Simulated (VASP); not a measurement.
## Sr: single point with SVWN5

The system is Sr.

```xyz
1
Lattice="-2.4670 2.4670 2.4670 2.4670 -2.4670 2.4670 2.4670 2.4670 -2.4670" Properties=species:S:1:pos:R:3 pbc="T T T"
Sr    0.0000    0.0000    0.0000
```

This cell differs from its parent crystal: volume scaled by 1.04.

```yaml
Program: VASP 6.6.1
Task: single point
Functional: SVWN5
Potentials_or_basis: VASP PAW PBE potentials, release 64 (Sr_sv)
Cutoff: 520 eV
k_mesh: 8 × 8 × 8
Occupations: fermi-dirac, width 0.05 eV
Spin: collinear spin, ferromagnetic start
Starting_moments: "[0.5] μB"
Dipole_correction: no
Further_INCAR_settings: ALGO = Fast; EDIFF = 1e-06; NBANDS = 15
```

```
Pressure                                              : -2.1 GPa
Band gap on the k mesh                                : zero (filled and empty bands overlap)
Net moment                                            : 0.00 μB per cell
Valence electrons inside the program's atomic spheres : Sr 7.82
```

Levels at points of the mesh, in eV from the Fermi level:
Spin up:
```csv
k point,band 2,band 3,band 4,band 5,band 6,band 7,band 8,band 9
"(0.00, 0.00, 0.00)",-18.68,-18.68,-18.68,-3.55,2.13,2.13,2.13,3.37
"(0.50, 0.00, 0.00)",-18.82,-18.73,-18.67,-1.02,0.15,1.11,3.13,3.78
"(0.50, 0.50, 0.50)",-18.78,-18.78,-18.78,-0.06,-0.06,3.26,3.26,3.26
```
Spin down:
```
           k point  band 3  band 4  band 5  band 6  band 7  band 8
(0.00, 0.00, 0.00)  -18.63  -18.63   -3.56    2.14    2.14    2.14
(0.50, 0.00, 0.00)  -18.68  -18.63   -1.02    0.16    1.12    3.14
(0.50, 0.50, 0.50)  -18.74  -18.74   -0.06   -0.06    3.27    3.27
```

It took 24 s on 1 thread of Intel(R) Xeon(R) Platinum 8488C (Sapphire Rapids) (shared host), peak memory 0.18 GiB.

Caveat: the PAW data sets were made with another functional, which shifts forces and pressure a little.
